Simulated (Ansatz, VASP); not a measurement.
## Nb3As2 in VASP and in Ansatz

```xyz
5
Lattice="4.7518 0.0000 0.0000 0.0000 4.7518 0.0000 0.0000 0.0000 4.7518" Properties=species:S:1:pos:R:3 pbc="T T T"
Nb    0.0000    2.3759    2.3759
Nb    2.3759    0.0000    2.3759
Nb    2.3759    2.3759    0.0000
As    2.3759    2.3759    2.3759
As    0.0000    0.0000    0.0000
```

Alike in both runs: functional PBE; k mesh 8 × 8 × 8; occupations gaussian, width 0.1 eV; no spin polarisation.

Ansatz relaxed the structure, and its values are those at the end. VASP's run is a single point on that final structure, the one shown.

|  | VASP | Ansatz |
| --- | --- | --- |
| version | VASP 6.6.1 | Ansatz 0.2.0 |
| potentials or method | VASP PAW PBE potentials, release 64 (Nb_sv, As), cutoff 520 eV | scalar-relativistic, plane waves, PAW |
| valence electrons in the cell | 49 | 69 |

|  | VASP | Ansatz | Ansatz less VASP |
| --- | --- | --- | --- |
| gap on the k mesh at the Fermi level (eV) | none | none | - |
| pressure (GPa) | 0.1 | 0.0 | -0.14 |

A gap of «none» marks a metal or a gap that the smearing closes. VASP's potentials hold 49 valence electrons a cell and Ansatz's 69, so a difference there can come from the potentials and not from the codes.
